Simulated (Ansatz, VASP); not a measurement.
**Two plane-wave programs on Si2W**

```
CELL_PARAMETERS angstrom
4.66467 0.00000 0.00000
-2.33233 4.03972 0.00000
0.00000 0.00000 6.50441
ATOMIC_POSITIONS crystal
Si 0.81132 0.62264 0.50000
Si 0.18868 0.81132 0.83333
Si 0.62264 0.81132 0.16667
Si 0.18868 0.37736 0.50000
Si 0.81132 0.18868 0.83333
Si 0.37736 0.18868 0.16667
W 0.00000 0.50000 0.16667
W 0.50000 0.50000 0.83333
W 0.50000 0.00000 0.50000
```

Alike in both runs: task single point; functional PBE; k mesh 9 × 9 × 6; occupations gaussian, width 0.03 eV; no spin polarisation.

|  | VASP | Ansatz |
| --- | --- | --- |
| version | VASP 6.6.1 | Ansatz 0.2.0 |
| potentials or method | VASP PAW PBE potentials, release 64 (Si, W_sv), cutoff 520 eV | scalar-relativistic, plane waves, PAW |
| valence electrons in the cell | 66 | 66 |

```tsv
	VASP	Ansatz	Ansatz less VASP
gap on the k mesh at the Fermi level (eV)	0.34	0.35	+0.001
least direct gap on the mesh (eV)	0.56	0.56	+0.002
pressure (GPa)	7.3	7.3	-0.04
traceless stress, the component that is largest in VASP (GPa)	5.07	5.05	-0.023
rms of the force components (eV/Å)	1.295	1.294	-0.0010
```

Atom by atom the forces differ by 0.001 eV/Å (rms over components). The functional is the same, so the differences come from potentials, cutoffs and numerics.

Neither program's run includes spin-orbit coupling.
